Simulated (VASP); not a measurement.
Wanted: the native input for a VASP 6.6.1 run.

```
Task                   : single point
Functional             : PBE
Potentials or basis    : VASP PAW PBE potentials, release 64 (Sc_sv)
Cutoff                 : 520 eV
k mesh                 : 8 × 8 × 5
Occupations            : methfessel-paxton, width 0.1 eV
Spin                   : no spin polarisation
Dipole correction      : no
Further INCAR settings : ALGO = Normal; EDIFF = 1e-06; NBANDS = 18
```

The structure of Sc lies in POSCAR:

```
Sc
1.0
    3.2241161428      0.0000000000      0.0000000000
   -1.6120580714      2.7921664249      0.0000000000
    0.0000000000      0.0000000000      5.1380270946
Sc
2
Direct
    0.3333333333      0.6666666667      0.2500000000
    0.6666666667      0.3333333333      0.7500000000
```

The input as run:

INCAR

```
SYSTEM = Sc
PREC     = Accurate       ! precision mode
ENCUT    = 520            ! plane-wave cutoff, eV
EDIFF    = 1E-6           ! SCF threshold, eV
ISMEAR   = 1              ! smearing method
SIGMA    = 0.1            ! smearing width, eV
LREAL    = .FALSE.        ! projectors in reciprocal space
LASPH    = .TRUE.         ! aspherical terms in the spheres
NELM     = 80             ! most SCF steps
ALGO     = Normal         ! electronic algorithm
ISIF     = 2              ! what is computed and relaxed
LWAVE    = .FALSE.        ! write WAVECAR
LCHARG   = .FALSE.        ! write CHGCAR
GGA      = PE             ! functional
NBANDS   = 18             ! bands
```

KPOINTS

```
Automatic mesh
0
G
  8 8 5
  0 0 0
```

Potentials or basis: VASP PAW PBE potentials, release 64 (Sc_sv).

Launch:

```bash
$ cat potpaw_PBE.64/Sc_sv/POTCAR > POTCAR
$ mpirun -np 1 vasp_std > vasp.out
```

It gave:

```json
{"Pressure": "4.0 GPa", "Band gap on the k mesh": "zero (band 11 reaches 4.77 eV, above the bottom of band 12 at 3.58 eV)"}
```

It took 13 s on 1 thread of Intel(R) Xeon(R) Platinum 8559C (Emerald Rapids), with other jobs on the host, peak memory 0.16 GiB.
